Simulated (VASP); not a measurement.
# Al in VASP: relaxation of the atoms with PBE

Aim: the relaxation of the atoms of Al with PBE.

All numbers are computed with VASP 6.6.1; they aren't measurements. Logs are shortened: lines on timing, memory, paths and dates and some standing lists are left out, and cuts for length are marked.

### Step 1. The cell of the first run

The cell holds a slab with vacuum, 13 atoms: a = 5.714 Å, b = 5.714 Å, c = 19.675 Å, α = 90.00°, β = 90.00°, γ = 90.00°.

### Step 2. Relaxation of the atoms, PBE

File INCAR:

```
  ALGO = Fast
  DIPOL = 0.5 0.5 0.325
  EDIFF = 1E-6
  EDIFFG = -0.025
  ENCUT = 520
  GGA = PE
  IBRION = 2
  IDIPOL = 3
  ISIF = 2
  ISMEAR = 0
  LASPH = T
  LCHARG = F
  LDIPOL = T
  LREAL = F
  LWAVE = F
  NELM = 80
  NSW = 36
  PREC = Accurate
  SIGMA = 0.1
```

File KPOINTS:

```
k-points
0
Gamma
  5 5 1
```

File POSCAR:

```
Al
1.0
    5.7135165838      0.0000000000      0.0000000000
    0.0000000000      5.7135165838      0.0000000000
    0.0000000000      0.0000000000     19.6746954281
Al
13
Selective dynamics
Direct
    0.2500000000      0.2500000000      0.2033068321  F F F
    0.2500000000      0.7500000000      0.2033068321  F F F
    0.7500000000      0.2500000000      0.2033068321  F F F
    0.7500000000      0.7500000000      0.2033068321  F F F
    0.0000000000      0.0000000000      0.3092728605  F F F
    0.0000000000      0.5000000000      0.3092728605  F F F
    0.5000000000      0.0000000000      0.3092728605  F F F
    0.5000000000      0.5000000000      0.3092728605  F F F
    0.2500000000      0.2500000000      0.4154928577  F F F
    0.2500000000      0.7500000000      0.4154928577  F F F
    0.7500000000      0.2500000000      0.4154928577  F F F
    0.7500000000      0.7500000000      0.4154928577  F F F
    0.4166666667      0.5000000000      0.5131788520  F F T
```

Potentials or basis: VASP PAW PBE potentials, release 64 (Al).

Run with:

```bash
$ cat potpaw_PBE.64/Al/POTCAR > POTCAR
$ mpirun -np 1 vasp_std > vasp.out
```

OUTCAR:

```text
EDIFF = 1E-6
   EDIFFG = -0.025
   ENCUT = 520
   GGA = PE
   IBRION = 2
   ISIF = 2
   ISMEAR = 0
   LASPH = T
   LREAL = F
   NELM = 80
   NSW = 36
   PREC = Accurate

 ion  position               nearest neighbor table
   1  0.250  0.250  0.203-   2 2.86   3 2.86   2 2.86   3 2.86   7 2.90   8 2.90   5 2.90   6 2.90

   2  0.250  0.750  0.203-   1 2.86   4 2.86   1 2.86   4 2.86   7 2.90   8 2.90   5 2.90   6 2.90

   3  0.750  0.250  0.203-   1 2.86   4 2.86   4 2.86   1 2.86   7 2.90   8 2.90   5 2.90   6 2.90
[... 4 lines left out ...]
                            11 2.91  12 2.91   9 2.91  10 2.91
   6  0.000  0.500  0.309-   5 2.86   8 2.86   5 2.86   8 2.86   1 2.90   2 2.90   3 2.90   4 2.90
                            11 2.91  12 2.91   9 2.91  10 2.91
   7  0.500  0.000  0.309-   5 2.86   8 2.86   8 2.86   5 2.86   1 2.90   2 2.90   3 2.90   4 2.90
                            11 2.91  12 2.91   9 2.91  10 2.91
   8  0.500  0.500  0.309-   6 2.86   7 2.86   7 2.86   6 2.86   1 2.90   2 2.90   3 2.90   4 2.90
                            11 2.91  12 2.91   9 2.91  10 2.91
   9  0.250  0.250  0.415-  13 2.58  11 2.86  10 2.86  10 2.86  11 2.86   6 2.91   7 2.91   8 2.91
                             5 2.91
  10  0.250  0.750  0.415-  13 2.58  12 2.86   9 2.86   9 2.86  12 2.86   6 2.91   7 2.91   8 2.91
                             5 2.91
  11  0.750  0.250  0.415-   9 2.86  12 2.86  12 2.86   9 2.86   5 2.91   6 2.91   7 2.91   8 2.91
                            13 3.06
  12  0.750  0.750  0.415-  10 2.86  11 2.86  11 2.86  10 2.86   5 2.91   6 2.91   7 2.91   8 2.91
                            13 3.06
  13  0.417  0.500  0.513-   9 2.58  10 2.58  11 3.06  12 3.06

  LATTYP: Found a simple tetragonal cell.
 ALAT       =     5.7135165838
 C/A-ratio  =     3.4435351923

  Lattice vectors:

 A1 = (   5.7135165838,   0.0000000000,   0.0000000000)
 A2 = (   0.0000000000,   5.7135165838,   0.0000000000)
 A3 = (   0.0000000000,   0.0000000000,  19.6746954281)

Analysis of symmetry for initial positions (statically):
=====================================================================
 Subroutine PRICEL returns:
 Original cell was already a primitive cell.

 Routine SETGRP: Setting up the symmetry group for a
 simple tetragonal supercell.

 Subroutine GETGRP returns: Found  2 space group operations
 (whereof  2 operations were pure point group operations)
 out of a pool of 16 trial point group operations.

The static configuration has the point symmetry C_1h.

Analysis of symmetry for dynamics (positions and initial velocities):
=====================================================================
 Subroutine PRICEL returns:
 Original cell was already a primitive cell.

 Routine SETGRP: Setting up the symmetry group for a
 simple tetragonal supercell.

 Subroutine GETGRP returns: Found  2 space group operations
 (whereof  2 operations were pure point group operations)
 out of a pool of 16 trial point group operations.

The dynamic configuration has the point symmetry C_1h.

Analysis of constrained symmetry for selective dynamics:
=====================================================================
 Subroutine PRICEL returns:
 Original cell was already a primitive cell.

 Routine SETGRP: Setting up the symmetry group for a
 simple tetragonal supercell.

 Subroutine GETGRP returns: Found  2 space group operations
 (whereof  2 operations were pure point group operations)
 out of a pool of 16 trial point group operations.

The constrained configuration has the point symmetry C_1h.

 Subroutine INISYM returns: Found  2 space group operations
 (whereof  2 operations are pure point group operations),
 and found     1 'primitive' translations

----------------------------------------------------------------------------------------

                                     Primitive cell

  volume of cell :     642.2661

  direct lattice vectors                    reciprocal lattice vectors
     5.713516584  0.000000000  0.000000000     0.175023558  0.000000000  0.000000000
     0.000000000  5.713516584  0.000000000     0.000000000  0.175023558  0.000000000
     0.000000000  0.000000000 19.674695428     0.000000000  0.000000000  0.050826708

[... 64 lines left out ...]
  0.000000  0.200000  0.000000      2.000000
  0.400000  0.000000  0.000000      2.000000
  0.000000  0.400000  0.000000      2.000000
  0.200000  0.200000  0.000000      4.000000
  0.400000  0.200000  0.000000      4.000000
 -0.200000  0.400000  0.000000      4.000000
  0.400000  0.400000  0.000000      4.000000
   k-points           NKPTS =      9   k-points in BZ     NKDIM =      9   number of bands    NBANDS=     26
   number of dos      NEDOS =    301   number of ions     NIONS =     13
   total plane-waves  NPLWV = 264600
   dimension x,y,z NGX =    42 NGY =   42 NGZ =  150
   dimension x,y,z NGXF=    84 NGYF=   84 NGZF=  300
   ions per type =              13
   NGX,Y,Z   is equivalent  to a cutoff of  12.22, 12.22, 12.67 a.u.
   NGXF,Y,Z  is equivalent  to a cutoff of  24.44, 24.44, 25.35 a.u.
 SYSTEM =  unknown system
   PREC   = accura    normal or accurate (medium, high low for compatibility)
   ISTART =      0    job   : 0-new  1-cont  2-samecut
   ICHARG =      2    charge: 1-file 2-atom 10-const
   ISPIN  =      1    spin polarized calculation?
   LNONCOLLINEAR =      F non collinear calculations
   LSORBIT =      F    spin-orbit coupling
   LASPH  =      T    aspherical Exc in radial PAW
   ENCUT  =  520.0 eV  38.22 Ry    6.18 a.u.  10.62 10.62 36.58*2*pi/ulx,y,z
   NELM   =     80;   NELMIN=  2; NELMDL= -5     # of ELM steps
   EDIFF  = 0.1E-05   stopping-criterion for ELM
   LREAL  =      F    real-space projection
   EDIFFG = -.3E-01   stopping-criterion for IOM
   NSW    =     36    number of steps for IOM
   IBRION =      2    ionic relax: 0-MD 1-quasi-New 2-CG
   NFREE  =      1    steps in history (QN), initial steepest desc. (CG)
   ISIF   =      2    stress and relaxation
   ISYM   =      2    0-nonsym 1-usesym 2-fastsym
   POTIM  = 0.5000    time-step for ionic-motion
   TEBEG  =    0.0;   TEEND  =   0.0 temperature during run
   PSTRESS=    0.0 pullay stress
   NELECT =      39.0000    total number of electrons
   NUPDOWN=      -1.0000    fix difference up-down
   EMIN   =  10.00;   EMAX   =-10.00  energy-range for DOS
   EFERMI =   0.00;   METHOD = LEGACY
   ISMEAR =     0;   SIGMA  =   0.10  broadening in eV -4-tet -1-fermi 0-gaus
   EFERMI_NEDOS =   21; number of points for ismear=-14 and -15
   IALGO  =     68    algorithm
   IMIX   =      4    mixing-type and parameters
     AMIX     =   0.40;   BMIX     =  1.00
     AMIX_MAG =   1.60;   BMIX_MAG =  1.00
  volume/ion in A,a.u.               =      49.41       333.40
  Fermi-wavevector in a.u.,A,eV,Ry     =   0.643465  1.215972  5.633448  0.414047
  Thomas-Fermi vector in A             =   1.710473
   LORBIT       =      0    0 simple, 1 ext, 2 COOP (PROOUT), +10 PAW based schemes
   GGA     = PE    functional components
   LHFCALC =     F    Hartree Fock is set to
   AEXX    =    0.0000 exact exchange contribution
   IVDW    =     0    specifies the selected vdW correction
   LEPSILON=     F    determine dielectric tensor
   LRPA    =     F    only Hartree local field effects (RPA)
 conjugate gradient relaxation of ions
 non-spin polarized calculation
 RMM-DIIS sequential band-by-band and
 Gauss-broadening in eV      SIGMA  =   0.10
  energy-cutoff  :      520.00
  volume of cell :      642.27
 maximum number of plane-waves:     17320
   NGX = 21   NGY = 21   NGZ = 73

--------------------------------------- Ionic step        1  -------------------------------------------

 number of electron      38.9999999 magnetization

 Free energy of the ion-electron system (eV)
  ---------------------------------------------------
  ext. energy  EPLUGINS =         0.00000000
  ---------------------------------------------------
  free energy    TOTEN  =       -44.19524743 eV

  energy without entropy =      -44.16323431  energy(sigma->0) =      -44.17924087

------------------------ aborting loop because EDIFF is reached ----------------------------------------

  FORCE on cell =-STRESS in cart. coord.  units (eV):
  Direction    XX          YY          ZZ          XY          YZ          ZX
  --------------------------------------------------------------------------------------
  -------------------------------------------------------------------------------------
  Total       -7.4756655     -6.7588243      0.6684786      0.0000000      0.0000000      1.6173689
  in kB      -18.6485659    -16.8603558      1.6675663      0.0000000      0.0000000      4.0346388
  external PRESSURE =     -11.2804518 kB  Pullay stress =       0.0000000 kB
[... 122 lines left out ...]
  FREE ENERGIE OF THE ION-ELECTRON SYSTEM (eV)
  ---------------------------------------------------
  free  energy   TOTEN  =       -44.2259338906 eV

  energy  without entropy=      -44.2014825438  energy(sigma->0) =      -44.21370822

 dipolmoment           0.000000      0.000000     -0.000049 electrons x Angstroem

--------------------------------------- Ionic step        4  -------------------------------------------

 number of electron      38.9999999 magnetization

------------------------ aborting loop because EDIFF is reached ----------------------------------------
[... 42 lines left out ...]
--------------------------------------- Ionic step        5  -------------------------------------------

 number of electron      38.9999999 magnetization

 dipolmoment           0.000000      0.000000      0.005187 electrons x Angstroem

 Free energy of the ion-electron system (eV)
  ---------------------------------------------------
  ext. energy  EPLUGINS =         0.00000000
  ---------------------------------------------------
  free energy    TOTEN  =       -44.23342703 eV

  energy without entropy =      -44.21661282  energy(sigma->0) =      -44.22501992

 E-fermi :  -0.1713     XC(G=0):  -4.5924

 val. band max:       -0.2761801131   @ k =   0.4000   0.2000   0.0000
 cond. band min:      -0.1236922953   @ k =   0.2000   0.2000   0.0000
 fundamental gap:      0.1524878178
 Fermi energy:        -0.1713082923

 k-point     1 :       0.0000    0.0000    0.0000
  band No.  band energies     occupation
      1     -10.3731      2.00000
      2      -8.4120      2.00000
      3      -6.1125      2.00000
      4      -5.9738      2.00000
      5      -5.9441      2.00000
      6      -5.8270      2.00000
[... 250 lines left out ...]
     25       1.0208      0.00000
     26       2.0285      0.00000

------------------------ aborting loop because EDIFF is reached ----------------------------------------

 vacuum level on the upper side and lower side of the slab       (xc-potential included)        -0.154        -0.121

  FORCE on cell =-STRESS in cart. coord.  units (eV):
  Direction    XX          YY          ZZ          XY          YZ          ZX
  --------------------------------------------------------------------------------------
  -------------------------------------------------------------------------------------
  Total       -8.0604574     -7.6812225     -0.0679936      0.0000000      0.0000000      1.0667750
  in kB      -20.1073699    -19.1613421     -0.1696148      0.0000000      0.0000000      2.6611442
  external PRESSURE =     -13.1461089 kB  Pullay stress =       0.0000000 kB
[... 28 lines left out ...]
  FREE ENERGIE OF THE ION-ELECTRON SYSTEM (eV)
  ---------------------------------------------------
  free  energy   TOTEN  =       -44.2334270295 eV

  energy  without entropy=      -44.2166128159  energy(sigma->0) =      -44.22501992

 reached required accuracy - stopping structural energy minimisation

 vacuum level on the upper side and lower side of the slab         4.081         4.119
```

Wall time 14 min (1 thread of Oxide Virtual Turin-like, shared host); peak memory 0.61 GiB.

What came out:

```
Free energy               : -44.2334 eV
Energy gained by relaxing : 2.9 meV/atom
Ionic steps               : 5
Band gap on the k mesh    : zero (an odd number of electrons rules out a gap without spin polarisation)
```

The path:
| step | energy change (eV) | largest force on free atoms (eV/Å) | pressure (GPa) |
| --- | --- | --- | --- |
| 1 | 0.0000 | 0.4751 | -1.13 |
| 2 | -0.0100 | 0.4022 | -1.16 |
| 3 | -0.0307 | 0.2022 | -1.24 |
| 4 | -0.0328 | 0.1716 | -1.37 |
| 5 | -0.0382 | 0.0008 | -1.31 |

Final structure:
```
Al
1.0
     5.71352    0.00000    0.00000
     0.00000    5.71352    0.00000
     0.00000    0.00000   19.67470
Al
13
Direct
  0.25000 0.25000 0.20331
  0.25000 0.75000 0.20331
  0.75000 0.25000 0.20331
  0.75000 0.75000 0.20331
  0.00000 0.00000 0.30927
  0.00000 0.50000 0.30927
  0.50000 0.00000 0.30927
  0.50000 0.50000 0.30927
  0.25000 0.25000 0.41549
  0.25000 0.75000 0.41549
  0.75000 0.25000 0.41549
  0.75000 0.75000 0.41549
  0.41667 0.50000 0.52162
```

Levels at points of the mesh, in eV from the Fermi level:
```
           k point  band 17  band 18  band 19  band 20  band 21  band 22  band 23  band 24
(0.00, 0.00, 0.00)    -1.01    -0.80    -0.49    -0.28    -0.23    -0.14    -0.11     0.96
```

The gap in the log of VASP goes by the Fermi energy; the results here count the filled bands.